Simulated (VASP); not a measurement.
Write the native input for VASP 6.6.1 that does the following.

```yaml
Task: single point
Functional: PBE
Dispersion: D3(BJ)
Potentials_or_basis: VASP PAW PBE potentials, release 64 (Mg_sv, O)
Cutoff: 840 eV
k_mesh: 10 × 10 × 10
Occupations: gaussian, width 0.02 eV
Spin: no spin polarisation
Dipole_correction: no
Further_INCAR_settings: ALGO = Normal; EDIFF = 1e-06; NBANDS = 15
```

The structure of MgO lies in POSCAR:

```
MgO
1.0
    0.0000000000      2.1450920990      2.1450920990
    2.1450920990      0.0000000000      2.1450920990
    2.1450920990      2.1450920990      0.0000000000
Mg O
1 1
Direct
    0.0000000000      0.0000000000      0.0000000000
    0.5000000000      0.5000000000      0.5000000000
```

These files were run (other wordings do the same):

INCAR

```
PREC = Accurate ; ENCUT = 840
EDIFF = 1E-6 ; ISMEAR = 0
SIGMA = 0.02 ; LREAL = False
LASPH = True ; NELM = 120
ALGO = Normal ; ISIF = 2
LWAVE = False ; LCHARG = True
GGA = PE ; IVDW = 12
LELF = True ; LVHAR = True
NBANDS = 15 ; GGA_COMPAT = False
```

KPOINTS

```
regular mesh
0
Gamma
  10 10 10
```

Potentials or basis: VASP PAW PBE potentials, release 64 (Mg_sv, O).

The run is started by

```sh
$ cat potpaw_PBE.64/Mg_sv/POTCAR potpaw_PBE.64/O/POTCAR > POTCAR
$ mpirun -np 1 vasp_std > vasp.out
```

Results of the run:

- Pressure: -8.2 GPa
- Band gap on the k mesh: 4.22 eV
- Dispersion energy per atom: -0.277 eV

Caveat: the cell stands under tension.

It took 23 s on 1 thread of AMD EPYC 7R43 64-Core Processor (Zen 3), on a shared host, peak memory 0.14 GiB.
